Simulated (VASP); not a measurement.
## PbSe: single point with LDA

PbSe:

```
CELL_PARAMETERS angstrom
2.18323 -6.21467 0.00000
2.18323 6.21467 0.00000
0.00000 0.00000 4.50906
ATOMIC_POSITIONS crystal
Pb 0.63176 0.36824 0.75000
Pb 0.36824 0.63176 0.25000
Se 0.86129 0.13871 0.75000
Se 0.13871 0.86129 0.25000
```

```json
{"Program": "VASP 6.6.1", "Task": "single point", "Functional": "LDA", "Potentials or basis": "VASP PAW LDA potentials, release 64 (Pb_d, Se)", "Cutoff": "520 eV", "k mesh": "6 × 6 × 4", "Occupations": "gaussian, width 0.01 eV", "Spin": "no spin polarisation"}
```

```
Pressure               : -4.7 GPa
Largest force          : 0.272 eV/Å
Band gap on the k mesh : 1.13 eV, indirect (least direct gap 1.36 eV)
```

Forces in eV/Å, atoms in the order of the input:
```
Pb   0.000 -0.272  0.000
Pb   0.000  0.272  0.000
Se   0.000  0.168  0.000
Se   0.000 -0.168  0.000
```

Stress tensor (GPa, compression positive):
```
-4.82  0.00  0.00
 0.00 -4.35  0.00
 0.00  0.00 -4.98
```

Levels at points of the mesh, in eV from the valence-band top:
```tsv
k point	band 17	band 18	band 19	band 20	band 21	band 22	band 23	band 24
(0.00, 0.00, 0.00)	-1.94	-1.37	-1.12	-0.28	4.35	4.52	4.54	5.12
(0.50, 0.00, 0.00)	-1.02	-0.76	-0.42	-0.19	1.47	1.62	1.86	2.63
(0.50, 0.50, 0.00)	-1.61	-1.58	-0.92	-0.47	1.13	4.16	4.35	4.69
(0.00, 0.00, 0.50)	-0.72	-0.72	0.00	0.00	1.51	1.51	2.35	2.35
(0.50, 0.00, 0.50)	-2.81	-2.81	-1.12	-1.12	3.12	3.12	5.25	5.25
(0.50, 0.50, 0.50)	-0.83	-0.83	-0.34	-0.34	1.24	1.24	2.77	2.77
```

Run time: 110 s on 1 thread of Intel(R) Xeon(R) Platinum 8259CL CPU @ 2.50GHz (Skylake/Cascade Lake) (shared host), peak memory 0.29 GiB.

Caveat: spin-orbit coupling is left out, which moves the levels of the heavy elements. A k mesh can miss the band edges.
